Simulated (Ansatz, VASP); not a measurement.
**Sb in VASP and in Ansatz**

Contents of INCAR:

```
SYSTEM = Sb
  PREC = Accurate
  ENCUT = 520
  EDIFF = 1E-8
  ISMEAR = -1
  SIGMA = 0.05
  LREAL = .FALSE.
  LASPH = .TRUE.
  NELM = 80
  ALGO = Normal
  ISIF = 2
  LWAVE = .FALSE.
  LCHARG = .FALSE.
  GGA = PE
  LEFG = .TRUE.
  NBANDS = 12
```

The input KPOINTS:

```
regular mesh
0
G
  9 9 9
  0 0 0
```

POSCAR

```
Sb
1.0
    2.1858623424      1.2620082118      3.8053879599
   -2.1858623424      1.2620082118      3.8053879599
    0.0000000000     -2.5240164235      3.8053879599
Sb
2
Direct
    0.2336400000      0.2336400000      0.2336400000
    0.7663600000      0.7663600000      0.7663600000
```

Input for Ansatz:

```yaml
crystal:
  lattice:
    - [2.1858623424, 1.2620082118, 3.8053879599]
    - [-2.1858623424, 1.2620082118, 3.8053879599]
    - [0.0, -2.5240164235, 3.8053879599]
  atoms:
    - { symbol: Sb, position: [0.23364, 0.23364, 0.23364] }
    - { symbol: Sb, position: [0.76636, 0.76636, 0.76636] }
kpoints:
  mp_grid: { grid: [9, 9, 9] }
scf:
  occupations: { method: fermi_dirac, width: 0.05 }
hamiltonian:
  xc: pbe
  pseudopotentials: { kind: paw }
output:
  forces: true
  stress: true
  eigenvalues: true
  efg: { contact_densities: true }
```

Change from the starting cell: volume scaled by 1.05, PAW files.

Alike in both runs: task electric field gradients; functional PBE; k mesh 9 × 9 × 9; occupations fermi-dirac, width 0.05 eV; no spin polarisation.

```csv
,VASP,Ansatz
version,VASP 6.6.1,Ansatz 0.2.0
potentials or method,"VASP PAW PBE potentials, release 64 (Sb)","PAW with Ansatz's default frozen-core files, scalar-relativistic"
plane-wave cutoff (eV),520,420
valence electrons in the cell,10,30
```

Ansatz gave:

- pressure (GPa): 0.3
- rms of the force components (eV/Å): 0.025
- size of Vzz on the site where it differs most (V/Å²): 49.3

**Question.** Estimate VASP's values.

**Answer.** Pressure (GPa): 0.3; rms of the force components (eV/Å): 0.005; size of Vzz on the site where it differs most (V/Å²): 45.6.

Atom by atom the forces differ by 0.020 eV/Å (rms over components). The functional is the same, so the differences come from potentials, cutoffs and numerics. VASP's potentials hold 10 valence electrons a cell and Ansatz's 30, so a difference there can come from the potentials and not from the codes.

Neither program's run includes spin-orbit coupling.
